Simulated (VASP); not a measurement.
# Os (Fm-3m) in VASP: single point with LDA

Aim: the single point of Os with LDA.

All numbers are computed with VASP 6.6.1; they aren't measurements. Logs are shortened: lines on timing, memory, paths and dates and some standing lists are left out, and cuts for length are marked.

**1. The cell of the first run**

Symmetry: Fm-3m, No. 225, cubic system. Conventional cell: a = 3.804 Å, b = 3.804 Å, c = 3.804 Å, α = 90.00°, β = 90.00°, γ = 90.00°. Within 3.5 Å of Os (site symmetry m-3m) lie 12 Os at 2.69 Å.

This isn't the form of Os at room conditions, which is hcp.

**2. Single point, LDA**

The input, INCAR:

```
ALGO = Normal
EDIFF = 1E-6
ENCUT = 560
GGA = CA
GGA_COMPAT = F
ISIF = 2
ISMEAR = 0
LASPH = T
LCHARG = F
LREAL = F
LWAVE = F
NBANDS = 14
NELM = 120
PREC = Accurate
SIGMA = 0.1
```

The input, KPOINTS:

```
k-points
0
Gamma
  10 10 10
```

The input, POSCAR:

```
Os
1.0
    0.0000000000      1.9020583801      1.9020583801
    1.9020583801      0.0000000000      1.9020583801
    1.9020583801      1.9020583801      0.0000000000
Os
1
Direct
    0.0000000000      0.0000000000      0.0000000000
```

Potentials or basis: VASP PAW LDA potentials, release 64 (Os_sv_GW).

The run is started by

```
cat potpaw_LDA.64/Os_sv_GW/POTCAR > POTCAR
mpirun -np 1 vasp_std > vasp.out
```

OUTCAR:

```text
EDIFF = 1E-6
   ENCUT = 560
   GGA = CA
   ISIF = 2
   ISMEAR = 0
   LASPH = T
   LREAL = F
   NELM = 120
   PREC = Accurate

 ion  position               nearest neighbor table
   1  0.000  0.000  0.000-

  LATTYP: Found a face centered cubic cell.
 ALAT       =     3.8041167602

  Lattice vectors:

 A1 = (   0.0000000000,   1.9020583801,   1.9020583801)
 A2 = (   1.9020583801,   0.0000000000,   1.9020583801)
 A3 = (   1.9020583801,   1.9020583801,   0.0000000000)

Analysis of symmetry for initial positions (statically):
=====================================================================
 Subroutine PRICEL returns:
 Original cell was already a primitive cell.

 Routine SETGRP: Setting up the symmetry group for a
 face centered cubic supercell.

 Subroutine GETGRP returns: Found 48 space group operations
 (whereof 48 operations were pure point group operations)
 out of a pool of 48 trial point group operations.

The static configuration has the point symmetry O_h .

Analysis of symmetry for dynamics (positions and initial velocities):
=====================================================================
 Subroutine PRICEL returns:
 Original cell was already a primitive cell.

 Routine SETGRP: Setting up the symmetry group for a
 face centered cubic supercell.

 Subroutine GETGRP returns: Found 48 space group operations
 (whereof 48 operations were pure point group operations)
 out of a pool of 48 trial point group operations.

The dynamic configuration has the point symmetry O_h .

 Subroutine INISYM returns: Found 48 space group operations
 (whereof 48 operations are pure point group operations),
 and found     1 'primitive' translations

----------------------------------------------------------------------------------------

                                     Primitive cell

  volume of cell :      13.7626

  direct lattice vectors                    reciprocal lattice vectors
     0.000000000  1.902058380  1.902058380    -0.262873109  0.262873109  0.262873109
     1.902058380  0.000000000  1.902058380     0.262873109 -0.262873109  0.262873109
     1.902058380  1.902058380  0.000000000     0.262873109  0.262873109 -0.262873109

  length of vectors
     2.689916758  2.689916758  2.689916758     0.455309581  0.455309581  0.455309581

  position of ions in fractional coordinates (direct lattice)
     0.000000000  0.000000000  0.000000000

  ion indices of the primitive-cell ions
   primitive index   ion index
                 1           1

----------------------------------------------------------------------------------------

 KPOINTS: k-points

Automatic generation of k-mesh.
 Grid dimensions read from file:
 generate k-points for:   10   10   10

 Generating k-lattice:

  Cartesian coordinates                     Fractional coordinates (reciprocal lattice)
    -0.026287311  0.026287311  0.026287311     0.100000000  0.000000000  0.000000000
     0.026287311 -0.026287311  0.026287311     0.000000000  0.100000000  0.000000000
     0.026287311  0.026287311 -0.026287311     0.000000000  0.000000000  0.100000000

  Length of vectors
     0.045530958  0.045530958  0.045530958

  Shift w.r.t. Gamma in fractional coordinates (k-lattice)
     0.000000000  0.000000000  0.000000000

 Subroutine IBZKPT returns following result:
 ===========================================

 Found     47 irreducible k-points:

 Following reciprocal coordinates:
            Coordinates               Weight
  0.000000  0.000000  0.000000      1.000000
  0.100000  0.000000  0.000000      8.000000
  0.200000  0.000000  0.000000      8.000000
  0.300000  0.000000  0.000000      8.000000
  0.400000  0.000000  0.000000      8.000000
  0.500000  0.000000  0.000000      4.000000
[... 16 lines left out ...]
  0.300000  0.300000  0.000000      6.000000
  0.400000  0.300000  0.000000     24.000000
 [... further k-points ...]
   k-points           NKPTS =     47   k-points in BZ     NKDIM =     47   number of bands    NBANDS=     14
   number of dos      NEDOS =    301   number of ions     NIONS =      1
   total plane-waves  NPLWV =  13824
   dimension x,y,z NGX =    24 NGY =   24 NGZ =   24
   dimension x,y,z NGXF=    48 NGYF=   48 NGZF=   48
   ions per type =               1
   NGX,Y,Z   is equivalent  to a cutoff of  14.83, 14.83, 14.83 a.u.
   NGXF,Y,Z  is equivalent  to a cutoff of  29.67, 29.67, 29.67 a.u.
 SYSTEM =  unknown system
   PREC   = accura    normal or accurate (medium, high low for compatibility)
   ISTART =      0    job   : 0-new  1-cont  2-samecut
   ICHARG =      2    charge: 1-file 2-atom 10-const
   ISPIN  =      1    spin polarized calculation?
   LNONCOLLINEAR =      F non collinear calculations
   LSORBIT =      F    spin-orbit coupling
   LASPH  =      T    aspherical Exc in radial PAW
   ENCUT  =  560.0 eV  41.16 Ry    6.42 a.u.   5.19  5.19  5.19*2*pi/ulx,y,z
   NELM   =    120;   NELMIN=  2; NELMDL= -5     # of ELM steps
   EDIFF  = 0.1E-05   stopping-criterion for ELM
   LREAL  =      F    real-space projection
   EDIFFG = 0.1E-04   stopping-criterion for IOM
   NSW    =      0    number of steps for IOM
   IBRION =     -1    ionic relax: 0-MD 1-quasi-New 2-CG
   NFREE  =      0    steps in history (QN), initial steepest desc. (CG)
   ISIF   =      2    stress and relaxation
   ISYM   =      2    0-nonsym 1-usesym 2-fastsym
   POTIM  = 0.5000    time-step for ionic-motion
   TEBEG  =    0.0;   TEEND  =   0.0 temperature during run
   PSTRESS=    0.0 pullay stress
   NELECT =      16.0000    total number of electrons
   NUPDOWN=      -1.0000    fix difference up-down
   EMIN   =  10.00;   EMAX   =-10.00  energy-range for DOS
   EFERMI =   0.00;   METHOD = LEGACY
   ISMEAR =     0;   SIGMA  =   0.10  broadening in eV -4-tet -1-fermi 0-gaus
   EFERMI_NEDOS =   21; number of points for ismear=-14 and -15
   IALGO  =     38    algorithm
   IMIX   =      4    mixing-type and parameters
     AMIX     =   0.40;   BMIX     =  1.00
     AMIX_MAG =   1.60;   BMIX_MAG =  1.00
  volume/ion in A,a.u.               =      13.76        92.87
  Fermi-wavevector in a.u.,A,eV,Ry     =   1.721397  3.252968 40.316877  2.963207
  Thomas-Fermi vector in A             =   2.797656
   LORBIT       =      0    0 simple, 1 ext, 2 COOP (PROOUT), +10 PAW based schemes
   GGA     = CA    functional components
   LHFCALC =     F    Hartree Fock is set to
   AEXX    =    0.0000 exact exchange contribution
   IVDW    =     0    specifies the selected vdW correction
   LEPSILON=     F    determine dielectric tensor
   LRPA    =     F    only Hartree local field effects (RPA)
 non-spin polarized calculation
 Gauss-broadening in eV      SIGMA  =   0.10
  energy-cutoff  :      560.00
  volume of cell :       13.76
 maximum number of plane-waves:       424
 NGX is ok and might be reduce to    24
   NGX = 11   NGY = 11   NGZ = 11

 number of electron      16.0000000 magnetization

 Free energy of the ion-electron system (eV)
  ---------------------------------------------------
  ext. energy  EPLUGINS =         0.00000000
  ---------------------------------------------------
  free energy    TOTEN  =       -13.63080494 eV

  energy without entropy =      -13.62292575  energy(sigma->0) =      -13.62686534

 E-fermi :  13.7875     XC(G=0): -14.9141

 val. band max:       13.7782236603   @ k =   0.3000   0.1000   0.0000
 cond. band min:      13.8069280830   @ k =   0.0000   0.0000   0.0000
 fundamental gap:      0.0287044227
 Fermi energy:        13.7875300895

 k-point     1 :       0.0000    0.0000    0.0000
  band No.  band energies     occupation
      1     -72.3769      2.00000
      2     -31.4309      2.00000
      3     -31.4309      2.00000
      4     -31.4309      2.00000
      5       2.8268      2.00000
      6      10.6419      2.00000
      7      10.6419      2.00000
      8      10.6419      2.00000
      9      13.8069      0.78383
     10      13.8069      0.78383
     11      27.0873      0.00000
     12      32.9174      0.00000
     13      32.9174      0.00000
     14      32.9174      0.00000

 k-point     2 :       0.1000    0.0000    0.0000
  band No.  band energies     occupation
      1     -72.3663      2.00000
      2     -31.5481      2.00000
      3     -31.4462      2.00000
      4     -31.4462      2.00000
      5       3.3013      2.00000
      6      10.3678      2.00000
      7      10.8464      2.00000
      8      10.8464      2.00000
      9      13.6618      1.92453
     10      13.6618      1.92453
     11      27.9492      0.00000
     12      31.2576      0.00000
     13      33.7647      0.00000
     14      33.7647      0.00000

 k-point     3 :       0.2000    0.0000    0.0000
  band No.  band energies     occupation
      1     -72.3382      2.00000
      2     -31.8478      2.00000
      3     -31.4861      2.00000
      4     -31.4861      2.00000
      5       4.5098      2.00000
      6       9.9466      2.00000
      7      11.1550      2.00000
      8      11.1550      2.00000
      9      13.6494      1.94931
     10      13.6494      1.94931
     11      28.4524      0.00000
     12      30.3393      0.00000
     13      36.0959      0.00000
     14      36.0959      0.00000
[... 324 lines left out ...]
 k-point    23 :       0.3000    0.3000    0.0000
  band No.  band energies     occupation
      1     -72.2808      2.00000
      2     -32.1708      2.00000
      3     -31.7115      2.00000
      4     -31.7115      2.00000
      5       6.4546      2.00000
      6       7.7657      2.00000
      7      11.7726      2.00000
      8      13.8629      0.28678
      9      13.8629      0.28678
     10      15.3143      0.00000
     11      31.1251      0.00000
     12      31.1251      0.00000
     13      32.2036      0.00000
     14      35.3905      0.00000

 k-point    24 :       0.4000    0.3000    0.0000
  band No.  band energies     occupation
      1     -72.2586      2.00000
      2     -32.3222      2.00000
      3     -31.7962      2.00000
      4     -31.7587      2.00000
      5       6.7023      2.00000
      6       7.5252      2.00000
      7      11.9022      2.00000
      8      14.1243      0.00000
      9      15.9286      0.00000
     10      16.1452      0.00000
     11      27.6294      0.00000
     12      29.6928      0.00000
     13      31.2017      0.00000
     14      35.8601      0.00000

 [... further k-points ...]
[... 5 lines left out ...]
  --------------------------------------------------------------------------------------
  -------------------------------------------------------------------------------------
  Total        0.0381685      0.0381685      0.0381685      0.0000000      0.0000000      0.0000000
  in kB        4.4433838      4.4433838      4.4433838      0.0000000      0.0000000      0.0000000
  external PRESSURE =       4.4433838 kB  Pullay stress =       0.0000000 kB

 VOLUME and BASIS-vectors are now :
 -----------------------------------------------------------------------------
  energy-cutoff  :      560.00
  volume of cell :       13.76
      direct lattice vectors                 reciprocal lattice vectors
     0.000000000  1.902058380  1.902058380    -0.262873109  0.262873109  0.262873109
     1.902058380  0.000000000  1.902058380     0.262873109 -0.262873109  0.262873109
     1.902058380  1.902058380  0.000000000     0.262873109  0.262873109 -0.262873109

 POSITION                                       TOTAL-FORCE (eV/Angst)
 -----------------------------------------------------------------------------------
      0.00000      0.00000      0.00000         0.000000      0.000000      0.000000
 -----------------------------------------------------------------------------------
    total drift:                                0.000000     -0.000000     -0.000000

  FREE ENERGIE OF THE ION-ELECTRON SYSTEM (eV)
  ---------------------------------------------------
  free  energy   TOTEN  =       -13.6308049426 eV

  energy  without entropy=      -13.6229257455  energy(sigma->0) =      -13.62686534
```

It took 5.6 s on 1 thread of Intel Xeon Platinum 8488C (Sapphire Rapids), shared host; peak memory 0.14 GiB.

Results:

* Free energy: -13.6308 eV
* Pressure: 0.4 GPa
* Band gap on the k mesh: zero (bands 8 and 9 overlap by 4.14 eV)

Caveat: spin-orbit coupling is left out, which moves the levels of the heavy elements.

The gap in the log of VASP goes by the Fermi energy; the results here count the filled bands.